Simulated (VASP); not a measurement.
# SiMo3 (Pm-3n) in VASP: notebook, part 2 of 2

VASP 6.6.1. The steps go on from the part before.

## (3) Relaxation of cell and atoms, LDA

This run uses another cell than the first one, of 14.76 Å³/atom.

INCAR

```
ALGO     = Fast           # electronic algorithm
EDIFF    = 1E-6           # SCF threshold, eV
EDIFFG   = -0.005         # ionic threshold
ENCUT    = 600            # plane-wave cutoff, eV
GGA      = CA             # functional
IBRION   = 2              # ionic algorithm
ISIF     = 3              # what is computed and relaxed
ISMEAR   = 0              # smearing method
LASPH    = T              # aspherical terms in the spheres
LCHARG   = F              # write CHGCAR
LREAL    = F              # projectors in reciprocal space
LWAVE    = F              # write WAVECAR
NELM     = 100            # most SCF steps
NSW      = 70             # ionic steps
PREC     = Accurate       # precision mode
SIGMA    = 0.1            # smearing width, eV
```

KPOINTS

```
k-points
0
Gamma
  8 8 8
```

POSCAR

```
SiMo3
1.0
    4.9064535158      0.0000000000      0.0000000000
    0.0000000000      4.9064535158      0.0000000000
    0.0000000000      0.0000000000      4.9064535158
Si Mo
2 6
Direct
    0.0000000000      0.0000000000      0.0000000000
    0.5000000000      0.5000000000      0.5000000000
    0.2500000000      0.0000000000      0.5000000000
    0.5000000000      0.7500000000      0.0000000000
    0.7500000000      0.0000000000      0.5000000000
    0.5000000000      0.2500000000      0.0000000000
    0.0000000000      0.5000000000      0.7500000000
    0.0000000000      0.5000000000      0.2500000000
```

Potentials or basis: VASP PAW LDA potentials, release 64 (Si, Mo_sv).

Command:

```sh
$ cat potpaw_LDA.64/Si/POTCAR potpaw_LDA.64/Mo_sv/POTCAR > POTCAR
$ mpirun -np 1 vasp_std > vasp.out
```

OUTCAR:

```text
EDIFF = 1E-6
   EDIFFG = -0.005
   ENCUT = 600
   GGA = CA
   IBRION = 2
   ISIF = 3
   ISMEAR = 0
   LASPH = T
   LREAL = F
   NELM = 100
   NSW = 70
   PREC = Accurate

 ion  position               nearest neighbor table
   1  0.000  0.000  0.000-   3 2.74   4 2.74   5 2.74   6 2.74   7 2.74   8 2.74   3 2.74   5 2.74
                             7 2.74   8 2.74   4 2.74   6 2.74
   2  0.500  0.500  0.500-   3 2.74   4 2.74   5 2.74   6 2.74   7 2.74   8 2.74   4 2.74   6 2.74
                             3 2.74   5 2.74   7 2.74   8 2.74
   3  0.250  0.000  0.500-   5 2.45   5 2.45   1 2.74   1 2.74   2 2.74   2 2.74   8 3.00   4 3.00
                             4 3.00   6 3.00   6 3.00   7 3.00   8 3.00   7 3.00
   4  0.500  0.750  0.000-   6 2.45   6 2.45   1 2.74   2 2.74   2 2.74   1 2.74   8 3.00   5 3.00
                             3 3.00   5 3.00   3 3.00   7 3.00   7 3.00   8 3.00
   5  0.750  0.000  0.500-   3 2.45   3 2.45   1 2.74   1 2.74   2 2.74   2 2.74   8 3.00   4 3.00
                             4 3.00   6 3.00   6 3.00   7 3.00   8 3.00   7 3.00
   6  0.500  0.250  0.000-   4 2.45   4 2.45   1 2.74   2 2.74   2 2.74   1 2.74   8 3.00   3 3.00
                             3 3.00   5 3.00   5 3.00   7 3.00   7 3.00   8 3.00
   7  0.000  0.500  0.750-   8 2.45   8 2.45   1 2.74   2 2.74   1 2.74   2 2.74   3 3.00   4 3.00
                             5 3.00   3 3.00   5 3.00   6 3.00   4 3.00   6 3.00
   8  0.000  0.500  0.250-   7 2.45   7 2.45   1 2.74   2 2.74   1 2.74   2 2.74   3 3.00   4 3.00
                             5 3.00   3 3.00   5 3.00   6 3.00   4 3.00   6 3.00

  LATTYP: Found a simple cubic cell.
 ALAT       =     4.9064535158

  Lattice vectors:

 A1 = (   4.9064535158,   0.0000000000,   0.0000000000)
 A2 = (   0.0000000000,   4.9064535158,   0.0000000000)
 A3 = (   0.0000000000,   0.0000000000,   4.9064535158)

Analysis of symmetry for initial positions (statically):
=====================================================================
 Subroutine PRICEL returns:
 Original cell was already a primitive cell.

 Routine SETGRP: Setting up the symmetry group for a
 simple cubic supercell.

 Subroutine GETGRP returns: Found 48 space group operations
 (whereof 24 operations were pure point group operations)
 out of a pool of 48 trial point group operations.

The static configuration has the point symmetry T_h .
[... 165 lines left out ...]
 NGX is ok and might be reduce to    40
   NGX = 19   NGY = 19   NGZ = 19

--------------------------------------- Ionic step        1  -------------------------------------------

 number of electron      91.9999978 magnetization

 Free energy of the ion-electron system (eV)
  ---------------------------------------------------
  ext. energy  EPLUGINS =         0.00000000
  ---------------------------------------------------
  free energy    TOTEN  =       -87.49367661 eV

  energy without entropy =      -87.47137112  energy(sigma->0) =      -87.48252386

------------------------ aborting loop because EDIFF is reached ----------------------------------------

  FORCE on cell =-STRESS in cart. coord.  units (eV):
  Direction    XX          YY          ZZ          XY          YZ          ZX
  --------------------------------------------------------------------------------------
  -------------------------------------------------------------------------------------
  Total       -7.6085587     -7.6085587     -7.6085587     -0.0000000     -0.0000000     -0.0000000
  in kB     -103.2071798   -103.2071798   -103.2071798     -0.0000000     -0.0000000     -0.0000000
  external PRESSURE =    -103.2071798 kB  Pullay stress =       0.0000000 kB
[... 113 lines left out ...]
--------------------------------------- Ionic step        4  -------------------------------------------

 number of electron      91.9999987 magnetization

 Free energy of the ion-electron system (eV)
  ---------------------------------------------------
  ext. energy  EPLUGINS =         0.00000000
  ---------------------------------------------------
  free energy    TOTEN  =       -87.64978113 eV

  energy without entropy =      -87.62865209  energy(sigma->0) =      -87.63921661

 E-fermi :  13.1337     XC(G=0): -13.4554

 val. band max:       13.1187769560   @ k =   0.3750   0.3750   0.0000
 cond. band min:      13.1470161961   @ k =   0.2500   0.1250   0.1250
 fundamental gap:      0.0282392401
 Fermi energy:        13.1336896295

 k-point     1 :       0.0000    0.0000    0.0000
  band No.  band energies     occupation
      1     -47.8147      2.00000
      2     -47.6799      2.00000
      3     -47.6799      2.00000
      4     -47.3077      2.00000
      5     -47.3077      2.00000
      6     -47.3077      2.00000
[... 1381 lines left out ...]
     54      15.3383      0.00000
     55      15.3825      0.00000

 [... further k-points ...]

------------------------ aborting loop because EDIFF is reached ----------------------------------------

  FORCE on cell =-STRESS in cart. coord.  units (eV):
  Direction    XX          YY          ZZ          XY          YZ          ZX
  --------------------------------------------------------------------------------------
  -------------------------------------------------------------------------------------
  Total       -0.0334880     -0.0334880     -0.0334880      0.0000000      0.0000000      0.0000000
  in kB       -0.4729040     -0.4729040     -0.4729040      0.0000000      0.0000000      0.0000000
  external PRESSURE =      -0.4729040 kB  Pullay stress =       0.0000000 kB
[... 23 lines left out ...]
  FREE ENERGIE OF THE ION-ELECTRON SYSTEM (eV)
  ---------------------------------------------------
  free  energy   TOTEN  =       -87.6497811317 eV

  energy  without entropy=      -87.6286520910  energy(sigma->0) =      -87.63921661

 reached required accuracy - stopping structural energy minimisation
```

OSZICAR:

```text
N       E                     dE             d eps       ncg     rms          rms(c)
DAV:   1     0.128710986172E+04    0.12871E+04   -0.58865E+04  3858   0.192E+03
DAV:   2    -0.274243644103E+02   -0.13145E+04   -0.12872E+04  4053   0.582E+02
DAV:   3    -0.905890780339E+02   -0.63165E+02   -0.61370E+02  5008   0.116E+02
[... 50 lines left out ...]
RMM:   4    -0.876497824154E+02   -0.10991E-04   -0.29558E-04  3855   0.760E-02    0.275E-02
RMM:   5    -0.876497794939E+02    0.29215E-05   -0.96571E-05  3923   0.554E-02    0.802E-03
RMM:   6    -0.876497812974E+02   -0.18035E-05   -0.19299E-05  4107   0.203E-02    0.176E-02
RMM:   7    -0.876497809928E+02    0.30460E-06   -0.16499E-05  3837   0.188E-02    0.415E-03
RMM:   8    -0.876497811317E+02   -0.13895E-06   -0.31147E-06  2609   0.794E-03
   4 F= -.87649781E+02 E0= -.87639217E+02  d E =-.156105E+00
```

Run time: 7.9 min. Hardware: 1 thread of AMD EPYC 9R45 (Zen 5), shared host; peak memory 0.31 GiB.

Results:

| Property | Result |
| --- | --- |
| Free energy | -87.6498 eV |
| Relaxed volume | 14.18 Å³/atom |
| Relaxed cell | a = 4.841 Å, b = 4.841 Å, c = 4.841 Å, α = 90.00°, β = 90.00°, γ = 90.00° |
| Space group after relaxing (to 0.1 Å) | Pm-3n (No. 223) |
| Energy gained by relaxing | 19.5 meV/atom |
| Ionic steps | 4 |
| Pressure after relaxing | 0.0 GPa |
| Band gap on the k mesh | zero (bands 46 and 47 overlap by 2.47 eV) |

The path:
```csv
step,energy change (eV),largest force (eV/Å),pressure (GPa),volume (Å³)
1,0.0000,0.0000,-10.32,118.11
2,0.9176,0.0000,34.56,102.59
3,-0.1559,0.0000,-0.46,113.62
4,-0.1561,0.0000,-0.05,113.46
```

Final structure:
```
CELL_PARAMETERS angstrom
4.84108 0.00000 0.00000
0.00000 4.84108 0.00000
0.00000 0.00000 4.84108
ATOMIC_POSITIONS crystal
Si 0.00000 0.00000 0.00000
Si 0.50000 0.50000 0.50000
Mo 0.25000 0.00000 0.50000
Mo 0.50000 0.75000 0.00000
Mo 0.75000 0.00000 0.50000
Mo 0.50000 0.25000 0.00000
Mo 0.00000 0.50000 0.75000
Mo 0.00000 0.50000 0.25000
```

Levels at points of the mesh, in eV from the Fermi level:
```
           k point  band 43  band 44  band 45  band 46  band 47  band 48  band 49  band 50
(0.00, 0.00, 0.00)    -1.63    -1.63     1.28     1.28     1.28     2.15     2.46     2.46
(0.50, 0.00, 0.00)    -1.74    -1.74     0.28     0.28     0.94     0.94     1.55     1.55
(0.50, 0.50, 0.00)    -1.20    -0.88    -0.88    -0.75    -0.74    -0.56    -0.09     0.27
(0.50, 0.50, 0.50)    -1.19    -1.19    -1.19    -1.19    -1.19    -1.19     1.30     1.30
```

LDA usually gives volumes a few per cent too small. Zero-point motion and thermal expansion aren't in these numbers.
